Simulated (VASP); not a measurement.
# Na (Im-3m) in VASP: a series of runs, part 2 of 2

VASP 6.6.1. The steps go on from the part before.

### 5 Single point, PBE

This run uses another cell than the first one, of 36.89 Å³/atom, 2.272 times its volume.

INCAR reads:

```
SYSTEM = Na
PREC     = Accurate       ! precision mode
ENCUT    = 520            ! plane-wave cutoff, eV
EDIFF    = 1E-6           ! SCF threshold, eV
ISMEAR   = -1             ! smearing method
SIGMA    = 0.1            ! smearing width, eV
LREAL    = .False.        ! projectors in reciprocal space
LASPH    = .True.         ! aspherical terms in the spheres
NELM     = 60             ! most SCF steps
ALGO     = Normal         ! electronic algorithm
ISIF     = 2              ! what is computed and relaxed
LWAVE    = .False.        ! write WAVECAR
LCHARG   = .False.        ! write CHGCAR
GGA      = PE             ! functional
NBANDS   = 10             ! bands
```

KPOINTS reads:

```
Automatic mesh
0
Gamma
  7 7 7
  0 0 0
```

POSCAR reads:

```
Na
1.0
    2.0970863865      2.0970863865      2.0970863865
   -2.0970863865      2.0970863865      2.0970863865
   -2.0970863865     -2.0970863865      2.0970863865
Na
1
Direct
    0.0000000000      0.0000000000      0.0000000000
```

Potentials or basis: VASP PAW PBE potentials, release 64 (Na_pv).

On the command line:

```
> cat potpaw_PBE.64/Na_pv/POTCAR > POTCAR
> mpirun -np 1 vasp_std > vasp.out
```

OUTCAR:

```text
SYSTEM = Na
   PREC = Accurate
   ENCUT = 520
   EDIFF = 1E-6
   ISMEAR = -1
   LREAL = .False.
   LASPH = .True.
   NELM = 60
   ISIF = 2
   GGA = PE

 ion  position               nearest neighbor table
   1  0.000  0.000  0.000-

  LATTYP: Found a body centered cubic cell.
 ALAT       =     4.1941727730

  Lattice vectors:

 A1 = (   2.0970863865,  -2.0970863865,  -2.0970863865)
 A2 = (   2.0970863865,   2.0970863865,   2.0970863865)
 A3 = (  -2.0970863865,  -2.0970863865,   2.0970863865)

Analysis of symmetry for initial positions (statically):
=====================================================================
 Subroutine PRICEL returns:
 Original cell was already a primitive cell.

 Routine SETGRP: Setting up the symmetry group for a
 body centered cubic supercell.

 Subroutine GETGRP returns: Found 48 space group operations
 (whereof 48 operations were pure point group operations)
 out of a pool of 48 trial point group operations.

The static configuration has the point symmetry O_h .

Analysis of symmetry for dynamics (positions and initial velocities):
=====================================================================
 Subroutine PRICEL returns:
 Original cell was already a primitive cell.

 Routine SETGRP: Setting up the symmetry group for a
 body centered cubic supercell.

 Subroutine GETGRP returns: Found 48 space group operations
 (whereof 48 operations were pure point group operations)
 out of a pool of 48 trial point group operations.

The dynamic configuration has the point symmetry O_h .

 Subroutine INISYM returns: Found 48 space group operations
 (whereof 48 operations are pure point group operations),
 and found     1 'primitive' translations

----------------------------------------------------------------------------------------
[... 106 lines left out ...]
     AMIX_MAG =   1.60;   BMIX_MAG =  1.00
  volume/ion in A,a.u.               =      36.89       248.95
  Fermi-wavevector in a.u.,A,eV,Ry     =   0.940743  1.777747 12.041131  0.884998
  Thomas-Fermi vector in A             =   2.068186
   LORBIT       =      0    0 simple, 1 ext, 2 COOP (PROOUT), +10 PAW based schemes
   GGA     = PE    functional components
   LHFCALC =     F    Hartree Fock is set to
   AEXX    =    0.0000 exact exchange contribution
   IVDW    =     0    specifies the selected vdW correction
   LEPSILON=     F    determine dielectric tensor
   LRPA    =     F    only Hartree local field effects (RPA)
 non-spin polarized calculation
  energy-cutoff  :      520.00
  volume of cell :       36.89
 maximum number of plane-waves:      1004
   NGX = 13   NGY = 13   NGZ = 13

 number of electron       7.0000004 magnetization

 Free energy of the ion-electron system (eV)
  ---------------------------------------------------
  ext. energy  EPLUGINS =         0.00000000
  ---------------------------------------------------
  free energy    TOTEN  =        -1.32139297 eV

  energy without entropy =       -1.30474508  energy(sigma->0) =       -1.31306903

 E-fermi :   0.3302     XC(G=0):  -6.5151

 val. band max:        0.2076779830   @ k =   0.4286   0.2857   0.1429
 cond. band min:       0.5422182738   @ k =   0.4286   0.1429   0.1429
 fundamental gap:      0.3345402907
 Fermi energy:         0.3301531428

 k-point     1 :       0.0000    0.0000    0.0000
  band No.  band energies     occupation
      1     -24.5547      2.00000
      2     -24.5547      2.00000
      3     -24.5547      2.00000
      4      -2.9454      2.00000
      5      12.1072      0.00000
      6      12.1073      0.00000
      7      12.1073      0.00000
      8      13.1105      0.00000
      9      13.1105      0.00000
     10      13.6692      0.00000
[... 235 lines left out ...]
 k-point    20 :       0.4286    0.4286    0.4286
  band No.  band energies     occupation
      1     -24.5807      2.00000
      2     -24.5796      2.00000
      3     -24.5796      2.00000
      4       3.1568      0.00000
      5       5.0442      0.00000
      6       5.4075      0.00000
      7       5.4076      0.00000
      8       6.5604      0.00000
      9       8.9513      0.00000
     10      18.2366      0.00000

------------------------ aborting loop because EDIFF is reached ----------------------------------------

  FORCE on cell =-STRESS in cart. coord.  units (eV):
  Direction    XX          YY          ZZ          XY          YZ          ZX
  --------------------------------------------------------------------------------------
  -------------------------------------------------------------------------------------
  Total        0.0002048      0.0002048      0.0002048      0.0000000      0.0000000      0.0000000
  in kB        0.0088941      0.0088941      0.0088941      0.0000000      0.0000000      0.0000000
  external PRESSURE =       0.0088941 kB  Pullay stress =       0.0000000 kB

 VOLUME and BASIS-vectors are now :
 -----------------------------------------------------------------------------
  energy-cutoff  :      520.00
  volume of cell :       36.89
      direct lattice vectors                 reciprocal lattice vectors
     2.097086387  2.097086387  2.097086387     0.238426039  0.000000000  0.238426039
    -2.097086387  2.097086387  2.097086387    -0.238426039  0.238426039  0.000000000
    -2.097086387 -2.097086387  2.097086387     0.000000000 -0.238426039  0.238426039

 POSITION                                       TOTAL-FORCE (eV/Angst)
 -----------------------------------------------------------------------------------
      0.00000      0.00000      0.00000         0.000000      0.000000      0.000000
 -----------------------------------------------------------------------------------
    total drift:                                0.000000      0.000000      0.000000

  FREE ENERGIE OF THE ION-ELECTRON SYSTEM (eV)
  ---------------------------------------------------
  free  energy   TOTEN  =        -1.3213929741 eV

  energy  without entropy=       -1.3047450789  energy(sigma->0) =       -1.31306903
```

OSZICAR:

```text
N       E                     dE             d eps       ncg     rms          rms(c)
DAV:   1     0.280652615640E+02    0.28065E+02   -0.38272E+03   400   0.574E+02
DAV:   2    -0.625109816256E+00   -0.28690E+02   -0.28524E+02   414   0.152E+02
DAV:   3    -0.131670347615E+01   -0.69159E+00   -0.69114E+00   490   0.245E+01
DAV:   4    -0.132201731637E+01   -0.53138E-02   -0.53136E-02   496   0.213E+00
DAV:   5    -0.132207369595E+01   -0.56380E-04   -0.56379E-04   464   0.214E-01    0.205E-01
DAV:   6    -0.132167598720E+01    0.39771E-03   -0.48151E-04   472   0.262E-01    0.138E-01
DAV:   7    -0.132139955864E+01    0.27643E-03   -0.98735E-04   458   0.314E-01    0.160E-02
DAV:   8    -0.132139271825E+01    0.68404E-05   -0.45065E-05   524   0.111E-01    0.223E-03
DAV:   9    -0.132139297412E+01   -0.25587E-06   -0.19178E-07   288   0.452E-03
   1 F= -.13213930E+01 E0= -.13130690E+01  d E =-.166479E-01
```

Run time: 5.6 s. Hardware: 1 thread of AMD EPYC 7R13 (Zen 3), shared host; peak memory 0.12 GiB.

What came out:

```yaml
Free_energy: -1.3214 eV
Pressure: 0.0 GPa
```

### 6 Relaxation of cell and atoms, PBE

This run uses another cell than the first one, of 39.20 Å³/atom, 2.415 times its volume.

INCAR reads:

```
SYSTEM = Na
ALGO = Normal
EDIFF = 1E-6
EDIFFG = -0.02
ENCUT = 600
GGA = PE
IBRION = 2
ISIF = 3
ISMEAR = -1
LASPH = .TRUE.
LCHARG = .FALSE.
LREAL = .FALSE.
LWAVE = .FALSE.
NELM = 100
NSW = 60
PREC = Accurate
SIGMA = 0.1
```

KPOINTS reads:

```
k-points
0
G
  7 7 7
  0 0 0
```

POSCAR reads:

```
Na
1.0
    2.1400000000      2.1400000000      2.1400000000
   -2.1400000000      2.1400000000      2.1400000000
   -2.1400000000     -2.1400000000      2.1400000000
Na
1
Direct
    0.0000000000      0.0000000000      0.0000000000
```

Potentials or basis: VASP PAW PBE potentials, release 64 (Na_pv).

On the command line:

```
> cat potpaw_PBE.64/Na_pv/POTCAR > POTCAR
> mpirun -np 1 vasp_std > vasp.out
```

Run time: 14 s. Hardware: 1 thread of AMD EPYC 7R13 (Zen 3), shared host; peak memory 0.12 GiB.

The run converged. Its results:

```yaml
Free_energy: -1.3215 eV
Relaxed_volume: 37.06 Å³/atom
Relaxed_cell: a = 3.638 Å, b = 3.638 Å, c = 3.638 Å, α = 70.53°, β = 109.47°, γ = 70.53°
Space_group_after_relaxing_to_0.05_Å: Im-3m (No. 229)
Energy_gained_by_relaxing: 2.9 meV/atom
Ionic_steps: 3
Pressure_after_relaxing: 0.0 GPa
```

The path:
| step | energy change (eV) | largest force (eV/Å) | pressure (GPa) | volume (Å³) |
| --- | --- | --- | --- | --- |
| 1 | 0.0000 | 0.0000 | -0.42 | 39.20 |
| 2 | -0.0013 | 0.0000 | -0.31 | 38.63 |
| 3 | -0.0029 | 0.0000 | -0.05 | 37.06 |

Final structure:
```
CELL_PARAMETERS angstrom
2.10034 2.10034 2.10034
-2.10034 2.10034 2.10034
-2.10034 -2.10034 2.10034
ATOMIC_POSITIONS crystal
Na 0.00000 0.00000 0.00000
```

Levels at points of the mesh, in eV from the Fermi level:
```
           k point  band 1  band 2  band 3  band 4  band 5  band 6  band 7
(0.00, 0.00, 0.00)  -24.89  -24.89  -24.89   -3.27   11.75   11.75   11.75
```

### 7 Overview

```csv
task,cell,cutoff (eV),gap on the mesh (eV),pressure (GPa)
single point,"a = 2.763 Å, angles 70.5, 109.5, 70.5°, 1 atom",520,none,29.9
single point,"a = 2.643 Å, angles 70.5, 109.5, 70.5°, 1 atom",520,none,45.2
single point,"a = 2.963 Å, angles 70.5, 109.5, 70.5°, 1 atom",520,none,15.0
single point,"a = 3.632 Å, angles 70.5, 109.5, 70.5°, 1 atom",520,none,0.0
relaxation of cell and atoms,"relaxed from a = 3.707 Å, angles 70.5, 109.5, 70.5°, 1 atom",600,none,0.0
```

Alike in all rows: level PBE; potentials or basis VASP PAW PBE potentials, release 64 (Na_pv); no spin polarisation; k mesh 7 × 7 × 7; smearing fermi-dirac 0.1 eV.

Caveats: some runs use coarse meshes.

Absolute energies hang on the potentials; compare differences alone.
